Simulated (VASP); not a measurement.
A run of VASP 6.6.1:

File INCAR:

```
  PREC = Accurate
  ENCUT = 520
  EDIFF = 1E-6
  ISMEAR = -1
  SIGMA = 0.05
  LREAL = F
  LASPH = T
  NELM = 100
  ALGO = Normal
  ISIF = 2
  LWAVE = F
  LCHARG = F
  GGA = PE
  IVDW = 12
  NBANDS = 8
```

The input KPOINTS:

```
regular mesh
0
Gamma
  8 8 8
```

File POSCAR:

```
Sb
1.0
    3.1747580000      0.0166870000     -0.0318050000
    0.0166870000      3.1310600000      0.0414250000
   -0.0318050000      0.0414250000      3.1753420000
Sb
1
Direct
    0.0020990000     -0.0116150000      0.0175410000
```

Potentials or basis: VASP PAW PBE potentials, release 64 (Sb).

The run is started by

```bash
$ cat potpaw_PBE.64/Sb/POTCAR > POTCAR
$ mpirun -np 1 vasp_std > vasp.out
```

Hardware: 1 thread of Intel(R) Xeon(R) 6975P-C (Granite Rapids), with other jobs on the host.

Task: How long does it take, and how much memory?

Result: Run time: 10 s on 1 thread of Intel(R) Xeon(R) 6975P-C (Granite Rapids), on a shared host, peak memory 0.19 GiB. Counts: scf iterations 10, k points 260.
